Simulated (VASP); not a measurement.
# Sb (I4_1/amd) in VASP: relaxation of cell and atoms with r2SCAN

Aim: the relaxation of cell and atoms of Sb with r2SCAN.

Program: VASP 6.6.1. These are calculated values, not measurements. Logs are shortened: lines on timing, memory, paths and dates and some standing lists are left out, and cuts for length are marked.

## (1) The cell of the first run

Symmetry: I4_1/amd, No. 141, tetragonal system. Conventional cell: a = 6.083 Å, b = 6.083 Å, c = 3.318 Å, α = 90.00°, β = 90.00°, γ = 90.00°. Sb (site symmetry -4m2) has 10 Sb at 3.15 to 3.93 Å within 4.1 Å.

## (2) Relaxation of cell and atoms, r2SCAN

File POSCAR:

```
Sb
1.0
   -3.0414989757      3.0414989757      1.6591938356
    3.0414989757     -3.0414989757      1.6591938356
    3.0414989757      3.0414989757     -1.6591938356
Sb
2
Direct
    0.0000000000      0.0000000000      0.0000000000
    0.7500000000      0.2500000000      0.5000000000
```

File INCAR.step1:

```
  ALGO = Normal
  EDIFF = 1E-5
  EDIFFG = -0.005
  ENCUT = 550
  GGA = PE
  GGA_COMPAT = False
  IBRION = 2
  ISIF = 3
  ISMEAR = 0
  KPAR = 4
  LASPH = True
  LCHARG = False
  LREAL = False
  LWAVE = True
  NELM = 120
  NELMIN = 4
  NSW = 100
  PREC = Accurate
  SIGMA = 0.1
```

File INCAR.step2:

```
  ALGO = Normal
  EDIFF = 1E-7
  EDIFFG = -0.01
  ENCUT = 550
  GGA_COMPAT = False
  IBRION = 2
  ISIF = 3
  ISMEAR = 0
  ISTART = 1
  KPAR = 4
  LASPH = True
  LCHARG = False
  LMIXTAU = True
  LREAL = False
  LWAVE = False
  METAGGA = R2SCAN
  NELM = 120
  NELMIN = 4
  NSW = 100
  PREC = Accurate
  SIGMA = 0.1
```

File KPOINTS:

```
k-points
0
Gamma
  18 18 18
```

Potentials or basis: VASP PAW PBE potentials, release 64 (Sb).

On the command line:

```sh
> cat potpaw_PBE.64/Sb/POTCAR > POTCAR
> cp INCAR.step1 INCAR
> mpirun -np 4 vasp_std > vasp.out
> cp INCAR.step2 INCAR
> mpirun -np 4 vasp_std > vasp.out
```

OUTCAR:

```text
EDIFF = 1E-7
   EDIFFG = -0.01
   ENCUT = 550
   IBRION = 2
   ISIF = 3
   ISMEAR = 0
   ISTART = 1
   LASPH = True
   LREAL = False
   METAGGA = R2SCAN
   NELM = 120
   NELMIN = 4
   NSW = 100
   PREC = Accurate

 ion  position               nearest neighbor table
   1  0.000  0.000  0.000-   2 3.15   2 3.15   2 3.15   2 3.15
   2  0.750  0.250  0.500-   1 3.15   1 3.15   1 3.15   1 3.15

  LATTYP: Found a body centered tetragonal cell.
 ALAT       =     6.0829979514
 C/A-ratio  =     0.5455184594

  Lattice vectors:

 A1 = (  -3.0414989757,   3.0414989757,   1.6591938356)
 A2 = (   3.0414989757,  -3.0414989757,   1.6591938356)
 A3 = (   3.0414989757,   3.0414989757,  -1.6591938356)

Analysis of symmetry for initial positions (statically):
=====================================================================
 Subroutine PRICEL returns:
 Original cell was already a primitive cell.

 Routine SETGRP: Setting up the symmetry group for a
 body centered tetragonal supercell.

 Subroutine GETGRP returns: Found 16 space group operations
 (whereof  8 operations were pure point group operations)
 out of a pool of 16 trial point group operations.

The static configuration has the point symmetry D_2d.
 The point group associated with its full space group is D_4h.

Analysis of symmetry for dynamics (positions and initial velocities):
=====================================================================
 Subroutine PRICEL returns:
 Original cell was already a primitive cell.

 Routine SETGRP: Setting up the symmetry group for a
 body centered tetragonal supercell.

 Subroutine GETGRP returns: Found 16 space group operations
 (whereof  8 operations were pure point group operations)
 out of a pool of 16 trial point group operations.

The dynamic configuration has the point symmetry D_2d.
 The point group associated with its full space group is D_4h.

 Subroutine INISYM returns: Found 16 space group operations
 (whereof  8 operations are pure point group operations),
 and found     1 'primitive' translations

----------------------------------------------------------------------------------------

                                     Primitive cell

  volume of cell :      61.3949

  direct lattice vectors                    reciprocal lattice vectors
    -3.041498976  3.041498976  1.659193836     0.000000000  0.164392625  0.301351168
     3.041498976 -3.041498976  1.659193836     0.164392625  0.000000000  0.301351168
     3.041498976  3.041498976 -1.659193836     0.164392625  0.164392625  0.000000000

  length of vectors
     4.610244703  4.610244703  4.610244703     0.343274615  0.343274615  0.232486280

  position of ions in fractional coordinates (direct lattice)
     0.000000000  0.000000000  0.000000000
     0.750000000  0.250000000  0.500000000

  ion indices of the primitive-cell ions
   primitive index   ion index
                 1           1
                 2           2

----------------------------------------------------------------------------------------

 KPOINTS: k-points

Automatic generation of k-mesh.
 Grid dimensions read from file:
 generate k-points for:   18   18   18

 Generating k-lattice:

  Cartesian coordinates                     Fractional coordinates (reciprocal lattice)
     0.000000000  0.009132924  0.016741732     0.055555556 -0.000000000  0.000000000
     0.009132924  0.000000000  0.016741732    -0.000000000  0.055555556  0.000000000
     0.009132924  0.009132924  0.000000000     0.000000000  0.000000000  0.055555556

  Length of vectors
     0.019070812  0.019070812  0.012915904

  Shift w.r.t. Gamma in fractional coordinates (k-lattice)
     0.000000000  0.000000000  0.000000000

 Subroutine IBZKPT returns following result:
 ===========================================

 Found    480 irreducible k-points:

 Following reciprocal coordinates:
            Coordinates               Weight
  0.000000  0.000000  0.000000      1.000000
  0.055556 -0.000000  0.000000      8.000000
  0.111111 -0.000000  0.000000      8.000000
  0.166667 -0.000000  0.000000      8.000000
  0.222222 -0.000000  0.000000      8.000000
  0.277778 -0.000000  0.000000      8.000000
[... 16 lines left out ...]
 -0.277778  0.055556 -0.000000     16.000000
 -0.222222  0.055556 -0.000000     16.000000
 [... further k-points ...]
   k-points           NKPTS =    480   k-points in BZ     NKDIM =    480   number of bands    NBANDS=      9
   number of dos      NEDOS =    301   number of ions     NIONS =      2
   total plane-waves  NPLWV =  46656
   dimension x,y,z NGX =    36 NGY =   36 NGZ =   36
   dimension x,y,z NGXF=    72 NGYF=   72 NGZF=   72
   ions per type =               2
   NGX,Y,Z   is equivalent  to a cutoff of  12.98, 12.98, 12.98 a.u.
   NGXF,Y,Z  is equivalent  to a cutoff of  25.96, 25.96, 25.96 a.u.
 SYSTEM =  unknown system
   PREC   = accura    normal or accurate (medium, high low for compatibility)
   ISTART =      1    job   : 0-new  1-cont  2-samecut
   ICHARG =      0    charge: 1-file 2-atom 10-const
   ISPIN  =      1    spin polarized calculation?
   LNONCOLLINEAR =      F non collinear calculations
   LSORBIT =      F    spin-orbit coupling
   LASPH  =      T    aspherical Exc in radial PAW
   ENCUT  =  550.0 eV  40.42 Ry    6.36 a.u.   8.82  8.82  8.82*2*pi/ulx,y,z
   NELM   =    120;   NELMIN=  4; NELMDL=  0     # of ELM steps
   EDIFF  = 0.1E-06   stopping-criterion for ELM
   LREAL  =      F    real-space projection
   EDIFFG = -.1E-01   stopping-criterion for IOM
   NSW    =    100    number of steps for IOM
   IBRION =      2    ionic relax: 0-MD 1-quasi-New 2-CG
   NFREE  =      1    steps in history (QN), initial steepest desc. (CG)
   ISIF   =      3    stress and relaxation
   ISYM   =      2    0-nonsym 1-usesym 2-fastsym
   POTIM  = 0.5000    time-step for ionic-motion
   TEBEG  =    0.0;   TEEND  =   0.0 temperature during run
   PSTRESS=    0.0 pullay stress
   NELECT =      10.0000    total number of electrons
   NUPDOWN=      -1.0000    fix difference up-down
   EMIN   =  10.00;   EMAX   =-10.00  energy-range for DOS
   EFERMI =   0.00;   METHOD = LEGACY
   ISMEAR =     0;   SIGMA  =   0.10  broadening in eV -4-tet -1-fermi 0-gaus
   EFERMI_NEDOS =   21; number of points for ismear=-14 and -15
   IALGO  =     38    algorithm
   IMIX   =      4    mixing-type and parameters
     AMIX     =   0.40;   BMIX     =  1.00
     AMIX_MAG =   1.60;   BMIX_MAG =  1.00
  volume/ion in A,a.u.               =      30.70       207.16
  Fermi-wavevector in a.u.,A,eV,Ry     =   0.894055  1.689518 10.875593  0.799334
  Thomas-Fermi vector in A             =   2.016211
   LORBIT       =      0    0 simple, 1 ext, 2 COOP (PROOUT), +10 PAW based schemes
   METAGGA = R2SCAN    functional components
   LHFCALC =     F    Hartree Fock is set to
   AEXX    =    0.0000 exact exchange contribution
   IVDW    =     0    specifies the selected vdW correction
   LEPSILON=     F    determine dielectric tensor
   LRPA    =     F    only Hartree local field effects (RPA)
 conjugate gradient relaxation of ions
 non-spin polarized calculation
 Gauss-broadening in eV      SIGMA  =   0.10
  energy-cutoff  :      550.00
  volume of cell :       61.39
 maximum number of plane-waves:      1822
   NGX = 17   NGY = 17   NGZ = 17

--------------------------------------- Ionic step        1  -------------------------------------------

 number of electron      10.0000001 magnetization

 Free energy of the ion-electron system (eV)
  ---------------------------------------------------
  ext. energy  EPLUGINS =         0.00000000
  ---------------------------------------------------
  free energy    TOTEN  =       -51.01848210 eV

  energy without entropy =      -51.01323618  energy(sigma->0) =      -51.01585914

------------------------ aborting loop because EDIFF is reached ----------------------------------------

  FORCE on cell =-STRESS in cart. coord.  units (eV):
  Direction    XX          YY          ZZ          XY          YZ          ZX
  --------------------------------------------------------------------------------------
  -------------------------------------------------------------------------------------
  Total       -0.8368651     -0.8368651     -1.5428313      0.0000000      0.0000000      0.0000000
  in kB      -21.8390423    -21.8390423    -40.2621121      0.0000000      0.0000000      0.0000000
  external PRESSURE =     -27.9800656 kB  Pullay stress =       0.0000000 kB
[... 237 lines left out ...]
  energy  without entropy=      -51.0544056426  energy(sigma->0) =      -51.05648030

--------------------------------------- Ionic step        8  -------------------------------------------

 number of electron      10.0000001 magnetization

 Free energy of the ion-electron system (eV)
  ---------------------------------------------------
  ext. energy  EPLUGINS =         0.00000000
  ---------------------------------------------------
  free energy    TOTEN  =       -51.05859423 eV

  energy without entropy =      -51.05444051  energy(sigma->0) =      -51.05651737

 E-fermi :   7.4815     XC(G=0): -10.2790

 val. band max:        7.4797613021   @ k =  -0.1667   0.4444   0.0556
 cond. band min:       7.4830247951   @ k =   0.5000   0.1667   0.0000
 fundamental gap:      0.0032634929
 Fermi energy:         7.4815045277

 k-point     1 :       0.0000    0.0000    0.0000
  band No.  band energies     occupation
      1      -5.6490      2.00000
      2       0.1638      2.00000
      3       3.7754      2.00000
      4       3.7754      2.00000
      5       9.9848      0.00000
      6      11.1315      0.00000
      7      11.1315      0.00000
      8      12.1937      0.00000
      9      12.3069      0.00000
[... 265 lines left out ...]
 k-point    24 :      -0.2222    0.0556   -0.0000
  band No.  band energies     occupation
      1      -5.0154      2.00000
      2      -0.2153      2.00000
      3       3.8340      2.00000
      4       5.2419      2.00000
      5       8.5026      0.00000
      6       9.3492      0.00000
      7       9.9773      0.00000
      8      10.9838      0.00000
      9      11.3465      0.00000

 [... further k-points ...]
[... 5 lines left out ...]
  --------------------------------------------------------------------------------------
  -------------------------------------------------------------------------------------
  Total        0.0038853      0.0038853      0.0012089      0.0000000      0.0000000      0.0000000
  in kB        0.1070122      0.1070122      0.0332955      0.0000000      0.0000000      0.0000000
  external PRESSURE =       0.0824400 kB  Pullay stress =       0.0000000 kB
[... 17 lines left out ...]
  FREE ENERGIE OF THE ION-ELECTRON SYSTEM (eV)
  ---------------------------------------------------
  free  energy   TOTEN  =       -51.0585942301 eV

  energy  without entropy=      -51.0544405104  energy(sigma->0) =      -51.05651737

 reached required accuracy - stopping structural energy minimisation
```

Run time: 19 min. Hardware: 4 MPI ranks of Intel Xeon 6975P-C (Granite Rapids), shared host; peak memory 0.43 GiB.

Results:

```yaml
Free_energy: -51.0586 eV
Relaxed_volume: 29.09 Å³/atom
Relaxed_cell: a = 4.563 Å, b = 4.563 Å, c = 4.563 Å, α = 96.98°, β = 96.98°, γ = 139.20°
Space_group_after_relaxing_to_0.1_Å: I4_1/amd (No. 141)
Energy_gained_by_relaxing: 20.1 meV/atom
Ionic_steps: 8
Pressure_after_relaxing: 0.0 GPa
Band_gap_on_the_k_mesh: zero (bands 5 and 6 overlap by 6.22 eV)
```

Step by step:
| step | energy change (eV) | largest force (eV/Å) | pressure (GPa) | volume (Å³) |
| --- | --- | --- | --- | --- |
| 1 | 0.0000 | 0.0000 | -2.80 | 61.39 |
| 2 | -0.0295 | 0.0000 | 1.64 | 56.75 |
| 3 | -0.0347 | 0.0000 | 0.26 | 57.97 |
| 4 | -0.0393 | 0.0000 | 0.18 | 58.01 |
| 5 | -0.0400 | 0.0000 | 0.16 | 58.03 |
| 6 | -0.0400 | 0.0000 | 0.16 | 58.03 |
| 7 | -0.0401 | 0.0000 | -0.11 | 58.28 |
| 8 | -0.0401 | 0.0000 | 0.01 | 58.17 |

Final structure:
```cif
data_structure
_symmetry_space_group_name_H-M 'P 1'
_symmetry_Int_Tables_number 1
_cell_length_a 4.5627
_cell_length_b 4.5627
_cell_length_c 4.5627
_cell_angle_alpha 96.978
_cell_angle_beta 96.978
_cell_angle_gamma 139.203
_cell_volume 58.17
loop_
_atom_site_label
_atom_site_type_symbol
_atom_site_fract_x
_atom_site_fract_y
_atom_site_fract_z
_atom_site_occupancy
Sb1 Sb 0.00000 0.00000 0.00000 1
Sb2 Sb 0.75000 0.25000 0.50000 1
```

Caveat: the PAW data sets were made with another functional, which shifts forces and pressure a little; spin-orbit coupling is left out, which moves the levels of the heavy elements.
